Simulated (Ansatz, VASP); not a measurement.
## Ge: VASP beside Ansatz

Contents of POSCAR:

```
Ge
1.0
    1.4334557363     -2.6680959893      0.0000000000
    1.4334557363      2.6680959893      0.0000000000
    0.0000000000      0.0000000000      2.7683450392
Ge
1
Direct
    0.5000000000      0.5000000000      0.0000000000
```

The input INCAR.step1:

```
PREC = Accurate
ENCUT = 520
ISMEAR = 1
SIGMA = 0.1
LREAL = False
LASPH = True
NELM = 80
NBANDS = 13
GGA = PE
ALGO = Normal
EDIFF = 1E-4
LWAVE = True
LCHARG = False
```

Contents of INCAR.step2:

```
PREC = Accurate
ENCUT = 520
EDIFF = 1E-7
ISMEAR = 1
SIGMA = 0.1
LREAL = False
LASPH = True
NELM = 80
ALGO = Normal
ISIF = 2
LWAVE = False
LCHARG = False
METAGGA = R2SCAN
LMIXTAU = True
NBANDS = 13
ISTART = 1
```

Contents of KPOINTS:

```
regular mesh
0
Gamma
  12 12 11
```

Input for Ansatz:

```yaml
crystal:
  lattice:
    - [1.433455736339608, -2.66809598931101, 0.0]
    - [1.433455736339608, 2.66809598931101, 0.0]
    - [0.0, 0.0, 2.7683450391608786]
  atoms:
    - { symbol: Ge, position: [0.5, 0.5, 0.0] }
basis:
  ecutwfc: 550.0
kpoints:
  mp_grid:
    grid: [12, 12, 11]
hamiltonian:
  xc: r2scan
  pseudopotentials:
    kind: paw
scf:
  occupations:
    method: cold
output:
  stress: true
```

Alike in both runs: task single point; functional r2SCAN; k mesh 12 × 12 × 11; no spin polarisation.

|  | VASP | Ansatz |
| --- | --- | --- |
| version | VASP 6.6.1 | Ansatz 0.2.0 |
| potentials or method | VASP PAW PBE potentials, release 64 (Ge_d), cutoff 520 eV | plane waves, PAW |
| occupations | methfessel-paxton of order 1, width 0.1 eV | cold |
| valence electrons in the cell | 14 | 14 |

VASP gave:

```
pressure (GPa)                                                : -7.2
traceless stress, the component that is largest in VASP (GPa) : -1.56
```

Which values does Ansatz return?

Pressure (GPa): -7.1; traceless stress, the component that is largest in VASP (GPa): -1.69.

VASP's potentials were made for PBE, not for r2SCAN.
